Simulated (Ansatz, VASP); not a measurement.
SiC in VASP and in Ansatz

```xyz
8
Lattice="3.0757 0.0000 0.0000 -1.5378 2.6636 0.0000 0.0000 0.0000 10.0706" Properties=species:S:1:pos:R:3 pbc="T T T"
Si    0.0000    0.0000    1.8922
Si    0.0000    0.0000    6.9275
Si    0.0000    1.7758    4.4094
Si    1.5378    0.8879    9.4447
C     0.0000    0.0000    0.0046
C     0.0000    0.0000    5.0400
C     0.0000    1.7758    2.5157
C     1.5378    0.8879    7.5510
```

Alike in both runs: functional SVWN5; k mesh 10 × 10 × 3; occupations fermi-dirac, width 0.05 eV; no spin polarisation.

|  | VASP | Ansatz |
| --- | --- | --- |
| version | VASP 6.6.1 | Ansatz 0.2.0 |
| potentials or method | VASP PAW PBE potentials, release 64 (Si, C) | Ansatz PAW |
| plane-wave cutoff (eV) | 520 | 420 |
| valence electrons in the cell | 32 | 32 |
| task | single point | band structure |

|  | VASP | Ansatz | Ansatz less VASP |
| --- | --- | --- | --- |
| gap on the k mesh at the Fermi level (eV) | 2.18 | 2.18 | +0.003 |
| least direct gap on the mesh (eV) | 3.31 | 3.30 | -0.007 |
| pressure (GPa) | -2.6 | -4.0 | -1.30 |

VASP's potentials were made for PBE, not for SVWN5.
